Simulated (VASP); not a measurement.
Here is a VASP 6.6.1 calculation.

File INCAR:

```
PREC = Accurate
ENCUT = 520
EDIFF = 1E-6
ISMEAR = 0
SIGMA = 0.05
LREAL = F
LASPH = T
NELM = 100
ALGO = Normal
ISIF = 2
LWAVE = F
LCHARG = T
GGA = PE
IVDW = 12
LELF = T
LVHAR = T
NBANDS = 22
```

The input KPOINTS:

```
Automatic mesh
0
Gamma
  8 8 4
```

The input POSCAR:

```
F
1.0
    2.7735902046     -1.7628796394      0.2927051127
    2.7735902046      1.7628796394      0.2927051127
   -0.8227725226      0.0000000000      6.6402307669
F
4
Direct
    0.9138648456      0.5855481450      0.1022680550
    0.4144518550      0.0861351544      0.3977319450
    0.0861351544      0.4144518550      0.8977319450
    0.5855481450      0.9138648456      0.6022680550
```

Potentials or basis: VASP PAW PBE potentials, release 64 (F).

Launch:

```bash
$ cat potpaw_PBE.64/F/POTCAR > POTCAR
$ mpirun -np 1 vasp_std > vasp.out
```

(1) Estimate the band gap on the k mesh.

(2) Predict the pressure.

## Answers

(1) 2.07 eV.

(2) -4.7 GPa.

Caveat: the cell differs from its parent crystal (atoms shifted along a free coordinate); the stress differs along the axes, from -11 to -1 GPa; forces of over 1 eV/Å act on the atoms, so gaps and moduli don't describe the material at rest.
